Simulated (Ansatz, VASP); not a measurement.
# Two plane-wave programs on Ir

```xyz
2
Lattice="2.7514 0.0000 0.0000 -1.3757 2.3828 0.0000 0.0000 0.0000 4.2838" Properties=species:S:1:pos:R:3 pbc="T T T"
Ir    0.0000    1.5885    1.0709
Ir    1.3757    0.7943    3.2128
```

Alike in both runs: task single point; functional PBEsol; k mesh 9 × 9 × 5; occupations fermi-dirac, width 0.05 eV; no spin polarisation.

```csv
,VASP,Ansatz
version,VASP 6.6.1,Ansatz 0.2.0
potentials or method,"VASP PAW PBE potentials, release 64 (Ir_sv_GW)",Ansatz PAW
plane-wave cutoff (eV),500,420
valence electrons in the cell,34,34
```

VASP gave:

- gap on the k mesh at the Fermi level (eV): none
- pressure (GPa): 0.0
- traceless stress, the component that is largest in VASP (GPa): 13.62

**Question.** Estimate Ansatz's values.

**Answer.** gap on the k mesh at the Fermi level (eV): none; pressure (GPa): 3.2; traceless stress, the component that is largest in VASP (GPa): 13.66.

VASP's potentials were made for PBE, not for PBEsol. A gap of «none» marks a metal or a gap that the smearing closes.

Neither program's run includes spin-orbit coupling.
